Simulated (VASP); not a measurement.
# AlRu (Pm-3m) in VASP: notebook, part 2 of 2

VASP 6.6.1. Earlier steps stand in the parts before.

### Step 4. Single point, r2SCAN (13.12 Å³/atom)

This run uses another cell than the first one, of 13.12 Å³/atom.

Input file POSCAR:

```
AlRu
1.0
    2.9715215427      0.0000000000      0.0000000000
    0.0000000000      2.9715215427      0.0000000000
    0.0000000000      0.0000000000      2.9715215427
Ru Al
1 1
Direct
    0.5000000000      0.5000000000      0.5000000000
    0.0000000000      0.0000000000      0.0000000000
```

Input file INCAR.step1:

```
SYSTEM = AlRu
PREC     = Accurate       ! precision mode
ENCUT    = 550            ! plane-wave cutoff, eV
ISMEAR   = -1             ! smearing method
SIGMA    = 0.05           ! smearing width, eV
LREAL    = .FALSE.        ! projectors in reciprocal space
LASPH    = .TRUE.         ! aspherical terms in the spheres
NELM     = 120            ! most SCF steps
NBANDS   = 16             ! bands
GGA      = PE             ! functional
ALGO     = Normal         ! electronic algorithm
EDIFF    = 1E-5           ! SCF threshold, eV
LWAVE    = .TRUE.         ! write WAVECAR
LCHARG   = .FALSE.        ! write CHGCAR
GGA_COMPAT= .FALSE.
```

Input file INCAR.step2:

```
SYSTEM = AlRu
PREC     = Accurate       ! precision mode
ENCUT    = 550            ! plane-wave cutoff, eV
EDIFF    = 1E-6           ! SCF threshold, eV
ISMEAR   = -1             ! smearing method
SIGMA    = 0.05           ! smearing width, eV
LREAL    = .FALSE.        ! projectors in reciprocal space
LASPH    = .TRUE.         ! aspherical terms in the spheres
NELM     = 120            ! most SCF steps
ALGO     = Normal         ! electronic algorithm
ISIF     = 2              ! what is computed and relaxed
LWAVE    = .FALSE.        ! write WAVECAR
LCHARG   = .FALSE.        ! write CHGCAR
METAGGA  = R2SCAN         ! meta-GGA
LMIXTAU  = .TRUE.       
NBANDS   = 16             ! bands
ISTART   = 1            
GGA_COMPAT= .FALSE.
```

Input file KPOINTS:

```
regular mesh
0
G
  9 9 9
  0 0 0
```

Potentials or basis: VASP PAW PBE potentials, release 64 (Ru_pv, Al).

Launch:

```console
> cat potpaw_PBE.64/Ru_pv/POTCAR potpaw_PBE.64/Al/POTCAR > POTCAR
> cp INCAR.step1 INCAR
> mpirun -np 1 vasp_std > vasp.out
> cp INCAR.step2 INCAR
> mpirun -np 1 vasp_std > vasp.out
```

OUTCAR:

```text
SYSTEM = AlRu
   PREC = Accurate
   ENCUT = 550
   EDIFF = 1E-6
   ISMEAR = -1
   LREAL = .FALSE.
   LASPH = .TRUE.
   NELM = 120
   ISIF = 2
   METAGGA = R2SCAN
   ISTART = 1

 ion  position               nearest neighbor table
   1  0.500  0.500  0.500-   2 2.57   2 2.57   2 2.57   2 2.57   2 2.57   2 2.57   2 2.57   2 2.57

   2  0.000  0.000  0.000-   1 2.57   1 2.57   1 2.57   1 2.57   1 2.57   1 2.57   1 2.57   1 2.57

  LATTYP: Found a simple cubic cell.
 ALAT       =     2.9715215427

  Lattice vectors:

 A1 = (   2.9715215427,   0.0000000000,   0.0000000000)
 A2 = (   0.0000000000,   2.9715215427,   0.0000000000)
 A3 = (   0.0000000000,   0.0000000000,   2.9715215427)

Analysis of symmetry for initial positions (statically):
=====================================================================
 Subroutine PRICEL returns:
 Original cell was already a primitive cell.

 Routine SETGRP: Setting up the symmetry group for a
 simple cubic supercell.

 Subroutine GETGRP returns: Found 48 space group operations
 (whereof 48 operations were pure point group operations)
 out of a pool of 48 trial point group operations.

The static configuration has the point symmetry O_h .

Analysis of symmetry for dynamics (positions and initial velocities):
=====================================================================
 Subroutine PRICEL returns:
 Original cell was already a primitive cell.

 Routine SETGRP: Setting up the symmetry group for a
 simple cubic supercell.

 Subroutine GETGRP returns: Found 48 space group operations
 (whereof 48 operations were pure point group operations)
 out of a pool of 48 trial point group operations.

The dynamic configuration has the point symmetry O_h .

 Subroutine INISYM returns: Found 48 space group operations
 (whereof 48 operations are pure point group operations),
 and found     1 'primitive' translations

[... 111 lines left out ...]
   IALGO  =     38    algorithm
   IMIX   =      4    mixing-type and parameters
     AMIX     =   0.40;   BMIX     =  1.00
     AMIX_MAG =   1.60;   BMIX_MAG =  1.00
  volume/ion in A,a.u.               =      13.12        88.53
  Fermi-wavevector in a.u.,A,eV,Ry     =   1.416595  2.676976 27.303360  2.006740
  Thomas-Fermi vector in A             =   2.537913
   LORBIT       =      0    0 simple, 1 ext, 2 COOP (PROOUT), +10 PAW based schemes
   METAGGA = R2SCAN    functional components
   LHFCALC =     F    Hartree Fock is set to
   AEXX    =    0.0000 exact exchange contribution
   IVDW    =     0    specifies the selected vdW correction
   LEPSILON=     F    determine dielectric tensor
   LRPA    =     F    only Hartree local field effects (RPA)
 non-spin polarized calculation
  energy-cutoff  :      550.00
  volume of cell :       26.24
 maximum number of plane-waves:       784
 NGX is ok and might be reduce to    24
   NGX = 11   NGY = 11   NGZ = 11

 number of electron      16.9999996 magnetization

 Free energy of the ion-electron system (eV)
  ---------------------------------------------------
  ext. energy  EPLUGINS =         0.00000000
  ---------------------------------------------------
  free energy    TOTEN  =       -33.60561738 eV

  energy without entropy =      -33.59013527  energy(sigma->0) =      -33.59787633

 E-fermi :  10.7594     XC(G=0): -13.7343

 val. band max:       10.7527619463   @ k =   0.4444   0.1111   0.1111
 cond. band min:      10.8269169681   @ k =   0.1111   0.1111   0.0000
 fundamental gap:      0.0741550217
 Fermi energy:        10.7594461145

 k-point     1 :       0.0000    0.0000    0.0000
  band No.  band energies     occupation
      1     -32.2591      2.00000
      2     -32.2591      2.00000
      3     -32.2591      2.00000
      4       0.5602      2.00000
      5       7.0354      2.00000
      6       7.0354      2.00000
[... 433 lines left out ...]
      3     -32.2493      2.00000
      4       4.6631      2.00000
      5       6.8148      2.00000
      6       8.1173      2.00000
[... 8 lines left out ...]
     15      24.7946      0.00000
     16      25.3751      0.00000

 [... further k-points ...]

------------------------ aborting loop because EDIFF is reached ----------------------------------------

  FORCE on cell =-STRESS in cart. coord.  units (eV):
  Direction    XX          YY          ZZ          XY          YZ          ZX
  --------------------------------------------------------------------------------------
  -------------------------------------------------------------------------------------
  Total        0.4258650      0.4258650      0.4258650     -0.0000000     -0.0000000      0.0000000
  in kB       26.0043422     26.0043422     26.0043422     -0.0000000     -0.0000000      0.0000000
  external PRESSURE =      26.0043422 kB  Pullay stress =       0.0000000 kB

 VOLUME and BASIS-vectors are now :
 -----------------------------------------------------------------------------
  energy-cutoff  :      550.00
  volume of cell :       26.24
      direct lattice vectors                 reciprocal lattice vectors
     2.971521543  0.000000000  0.000000000     0.336527932  0.000000000  0.000000000
     0.000000000  2.971521543  0.000000000     0.000000000  0.336527932  0.000000000
     0.000000000  0.000000000  2.971521543     0.000000000  0.000000000  0.336527932

 POSITION                                       TOTAL-FORCE (eV/Angst)
 -----------------------------------------------------------------------------------
      1.48576      1.48576      1.48576         0.000000      0.000000      0.000000
      0.00000      0.00000      0.00000         0.000000      0.000000      0.000000
 -----------------------------------------------------------------------------------
    total drift:                                0.000000     -0.000000     -0.000000

  FREE ENERGIE OF THE ION-ELECTRON SYSTEM (eV)
  ---------------------------------------------------
  free  energy   TOTEN  =       -33.6056173813 eV

  energy  without entropy=      -33.5901352698  energy(sigma->0) =      -33.59787633
```

OUTCAR.step1:

```text
SYSTEM = AlRu
   PREC = Accurate
   ENCUT = 550
   ISMEAR = -1
   LREAL = .FALSE.
   LASPH = .TRUE.
[... 678 lines left out ...]
      1.48576      1.48576      1.48576         0.000000      0.000000      0.000000
      0.00000      0.00000      0.00000         0.000000      0.000000      0.000000
 -----------------------------------------------------------------------------------
    total drift:                                0.000000     -0.000000     -0.000000

  FREE ENERGIE OF THE ION-ELECTRON SYSTEM (eV)
  ---------------------------------------------------
  free  energy   TOTEN  =       -14.2441913345 eV

  energy  without entropy=      -14.2292078276  energy(sigma->0) =      -14.23669958
```

OSZICAR.step1:

```text
N       E                     dE             d eps       ncg     rms          rms(c)
DAV:   1     0.121847162330E+03    0.12185E+03   -0.93870E+03  1160   0.103E+03
DAV:   2    -0.129928958510E+02   -0.13484E+03   -0.12845E+03  1320   0.305E+02
DAV:   3    -0.149316119772E+02   -0.19387E+01   -0.19318E+01  1432   0.379E+01
DAV:   4    -0.149457409323E+02   -0.14129E-01   -0.14105E-01  1400   0.337E+00
DAV:   5    -0.149459646900E+02   -0.22376E-03   -0.22319E-03  1336   0.413E-01    0.128E+01
DAV:   6    -0.143285147644E+02    0.61745E+00   -0.22891E+00  1216   0.165E+01    0.237E+00
DAV:   7    -0.142609104577E+02    0.67604E-01   -0.17543E-01  1184   0.471E+00    0.214E+00
DAV:   8    -0.142446652194E+02    0.16245E-01   -0.18740E-02  1352   0.125E+00    0.206E-01
DAV:   9    -0.142441984583E+02    0.46676E-03   -0.88822E-04  1320   0.303E-01    0.133E-01
DAV:  10    -0.142441913345E+02    0.71238E-05   -0.45121E-05  1344   0.705E-02
   1 F= -.14244191E+02 E0= -.14236700E+02  d E =-.149835E-01
```

It took 68 s on 1 thread of Intel Xeon 8259CL, shared host; peak memory 0.15 GiB.

Results:

- Free energy: -33.6056 eV
- Pressure: 2.6 GPa
- Band gap on the k mesh: zero (an odd number of electrons rules out a gap without spin polarisation)

Levels at points of the mesh, in eV from the Fermi level:
```csv
k point,band 7,band 8,band 9,band 10,band 11,band 12
"(0.00, 0.00, 0.00)",0.25,0.25,0.25,6.71,6.71,6.71
```

Caveat: the PAW data sets were made with another functional, which shifts forces and pressure a little.

### Step 5. Overview

```tsv
cell	gap on the mesh (eV)	pressure (GPa)
a = 2.931 Å, 2 atoms	none	13.3
a = 2.951 Å, 2 atoms	none	7.6
a = 2.972 Å, 2 atoms	none	2.6
```

Alike in all rows: task single point; level r2SCAN; potentials or basis VASP PAW PBE potentials, release 64 (Ru_pv, Al); no spin polarisation; k mesh 9 × 9 × 9; cutoff (eV) 550; smearing fermi-dirac 0.05 eV.

Caveats: the PAW data sets were made with another functional, which shifts forces and pressure a little; the cell stands under pressure (at least some runs).

Total energies depend on the potentials used, so only differences within one code and one set of settings carry meaning.

The gap in the log of VASP goes by the Fermi energy; the results here count the filled bands.